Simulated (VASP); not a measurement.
Input of a VASP 6.6.1 run:

INCAR

```
SYSTEM = TiTe
ALGO = Normal
AMIX = 0.2
AMIX_MAG = 0.8
BMIX = 1E-4
BMIX_MAG = 1E-4
EDIFF = 1E-6
ENCUT = 500
GGA = CA
GGA_COMPAT = .FALSE.
ISIF = 2
ISMEAR = 0
ISYM = -1
I_CONSTRAINED_M = 2
LAMBDA = 10
LASPH = .TRUE.
LCHARG = .FALSE.
LMAXMIX = 4
LNONCOLLINEAR = .TRUE.
LORBIT = 11
LREAL = .FALSE.
LWAVE = .FALSE.
MAGMOM = 0 0 1.54 0 0 1.54 0 0 -0.03 0 0 -0.03
M_CONSTR = 0.707 0.707 0 0.707 0.707 0 0 0 0 0 0 0
NBANDS = 50
NELM = 200
PREC = Accurate
RWIGS = 1.50 1.38
SIGMA = 0.05
```

File KPOINTS:

```
k-points
0
G
  4 4 3
  0 0 0
```

The input POSCAR:

```
TiTe
1.0
    4.8679880000      0.0000000000      0.0000000000
    0.0000000000      4.8679880000      0.0000000000
    0.0000000000      0.0000000000      6.0606564700
Ti Te
2 2
Direct
    0.0000000000      0.5000000000      0.0000000000
    0.5000000000      0.0000000000      0.5000000000
    0.0000000000      0.0000000000      0.2500000000
    0.0000000000      0.0000000000      0.7500000000
```

Potentials or basis: VASP PAW LDA potentials, release 64 (Ti_sv, Te).

The run is started by

```bash
$ cat potpaw_LDA.64/Ti_sv/POTCAR potpaw_LDA.64/Te/POTCAR > POTCAR
$ mpirun -np 1 vasp_ncl > vasp.out
```

Q: What does it give for the band gap on the k mesh?

A: Zero (bands 36 and 37 overlap by 0.17 eV).

Moments on the atoms (μB; x, y, z):
```
Ti   1.05  1.05  0.00
Ti   1.05  1.05  0.00
Te  -0.02 -0.02  0.00
Te  -0.02 -0.02  0.00
```

Caveat: moments held by a penalty; spin-orbit coupling is left out, which moves the levels of the heavy elements.
